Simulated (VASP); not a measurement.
**Ti: single point with revPBE+D3(BJ)**

The system is Ti.

```
CELL_PARAMETERS angstrom
2.98882 0.00000 0.00000
-1.49441 2.58839 0.00000
0.00000 0.00000 4.74159
ATOMIC_POSITIONS crystal
Ti 0.66667 0.33333 0.75000
Ti 0.33333 0.66667 0.25000
```

```yaml
Program: VASP 6.6.1
Task: single point
Functional: revPBE
Dispersion: D3(BJ)
Potentials_or_basis: VASP PAW PBE potentials, release 64 (Ti_sv)
Cutoff: 520 eV
k_mesh: 10 × 10 × 6
Occupations: fermi-dirac, width 0.05 eV
Spin: no spin polarisation
```

```json
{
 "Pressure": "-13.1 GPa",
 "Band gap on the k mesh": "zero (band 12 reaches 8.61 eV, above the bottom of band 13 at 7.60 eV)",
 "Dispersion energy per atom": "-1.057 eV"
}
```

Stress tensor (GPa, compression positive):
```
-13.00   0.00   0.00
  0.00 -13.00   0.00
  0.00   0.00 -13.37
```

Levels at points of the mesh, in eV from the Fermi level:
| k point | band 9 | band 10 | band 11 | band 12 | band 13 | band 14 | band 15 | band 16 |
| --- | --- | --- | --- | --- | --- | --- | --- | --- |
| (0.00, 0.00, 0.00) | -6.08 | -2.55 | 0.60 | 0.76 | 0.76 | 0.84 | 1.21 | 1.21 |
| (0.50, 0.00, 0.00) | -2.27 | -2.00 | -1.70 | -0.68 | 0.49 | 0.59 | 1.10 | 3.13 |
| (0.00, 0.00, 0.50) | -4.30 | -4.30 | 0.08 | 0.08 | 0.67 | 0.67 | 0.67 | 0.67 |
| (0.50, 0.00, 0.50) | -2.39 | -2.39 | -0.75 | -0.75 | 1.18 | 1.18 | 1.64 | 1.64 |

Run time: 24 s on 1 thread of AMD EPYC 9R45 96-Core Processor (Zen 5), on a shared host, peak memory 0.15 GiB.

Caveat: the PAW data sets were made with another functional, which shifts forces and pressure a little; pairwise dispersion overbinds metals, which lowers pressure and volume.
